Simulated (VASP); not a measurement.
Runs of VASP 6.6.1 on Au. Symmetry: Cmcm, No. 63, orthorhombic system. The conventional cell has a = 2.823 Å, b = 5.112 Å, c = 4.893 Å, α = 90.00°, β = 90.00°, γ = 90.00°. Au (site symmetry m2m) has 12 Au at 2.82 to 2.97 Å within 3.7 Å. 

```tsv
potentials or basis	k mesh	cutoff (eV)	second run	gap on the mesh (eV)	pressure (GPa)	largest force (eV/Å)
VASP PAW PBE potentials, release 64 (Au_sv_GW)	1 × 1 × 1	550	valence_matched	1.07	-15.6	0.27
VASP PAW PBE potentials, release 64 (Au)	8 × 8 × 6	520	-	none	0.3	0.01
VASP PAW PBE potentials, release 64 (Au)	6 × 6 × 4	520	-	none	0.4	-
VASP PAW PBE potentials, release 64 (Au)	4 × 4 × 2	520	-	none	(b)	(a)
VASP PAW PBE potentials, release 64 (Au)	16 × 16 × 10	520	-	none	-0.1	0.01
VASP PAW PBE potentials, release 64 (Au)	16 × 16 × 8	520	-	none	-0.1	0.01
VASP PAW PBE potentials, release 64 (Au)	12 × 12 × 6	520	-	none	0.0	0.01
VASP PAW PBE potentials, release 64 (Au)	8 × 8 × 4	520	-	none	0.4	0.01
```

Alike in all rows: task single point; level r2SCAN; no spin polarisation; cell as given; smearing gaussian 0.1 eV.

Task: Fill in the values left out.

Result: (a) 0.20; (b) 0.5.

Caveats: some runs use coarse meshes; the PAW data sets were made with another functional, which shifts forces and pressure a little; spin-orbit coupling is left out, which moves the levels of the heavy elements.

A k mesh can miss the band edges, and the runs leave out spin-orbit coupling on Au.

A gap of «none» marks levels without a gap at the run's occupations.

The runs don't all hold the same shells in valence.
